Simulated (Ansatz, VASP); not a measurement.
HfB2: VASP beside Ansatz

```xyz
3
Lattice="3.1400 0.0000 0.0000 -1.5700 2.7193 0.0000 0.0000 0.0000 3.4800" Properties=species:S:1:pos:R:3 pbc="T T T"
Hf    0.0000    0.0000    0.0000
B     0.0000    1.8129    1.7400
B     1.5700    0.9064    1.7400
```

Alike in both runs: task single point; functional PBEsol; k mesh 10 × 10 × 8; occupations gaussian, width 0.15 eV; no spin polarisation.

|  | VASP | Ansatz |
| --- | --- | --- |
| version | VASP 6.6.1 | Ansatz 0.2.0 |
| potentials or method | VASP PAW PBE potentials, release 64 (Hf_pv, B) | plane waves, PAW |
| plane-wave cutoff (eV) | 520 | 420 |
| valence electrons in the cell | 16 | 32 |

Ansatz gave:

```
pressure (GPa)                                                : -4.3
traceless stress, the component that is largest in VASP (GPa) : -0.62
```

Task: Which values does VASP return?

Result: Pressure (GPa): -4.4; traceless stress, the component that is largest in VASP (GPa): -0.45.

VASP's potentials were made for PBE, not for PBEsol. With one functional, cell and mesh, what is left measures potentials, basis and numerics. VASP's potentials hold 16 valence electrons a cell and Ansatz's 32, so a difference there can come from the potentials and not from the codes. Ansatz's warnings: stress scf threshold loose.

Neither program's run includes spin-orbit coupling.
